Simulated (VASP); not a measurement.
The system is LiH.

```xyz
2
Lattice="2.5153 0.0136 0.0136 0.0136 2.5153 0.0136 0.0136 0.0136 2.5153" Properties=species:S:1:pos:R:3 pbc="T T T"
Li    0.0000    0.0000    0.0000
H     1.2712    1.2712    1.2712
```

This cell differs from its parent crystal: strain along [111] +1.6%.

Base run:

* Program: VASP 6.6.1
* Functional: r2SCAN
* Potentials or basis: VASP PAW PBE potentials, release 64 (Li_sv, H)
* Cutoff: 520 eV
* k mesh: 10 × 10 × 10
* Occupations: gaussian, width 0.01 eV
* Spin: no spin polarisation

Its results: band gap on the k mesh 1.31 eV, indirect (least direct gap 4.77 eV).

Question: The run is repeated on the same cell with these changes: functional from r2SCAN to HSE06; k mesh from 10 × 10 × 10 to 8 × 8 × 8. What comes out?

Answer: Band gap on the k mesh 1.44 eV, indirect (least direct gap 5.14 eV).

Several settings changed at once, so the effect can't be laid on one alone.

A k mesh can miss the band edges.
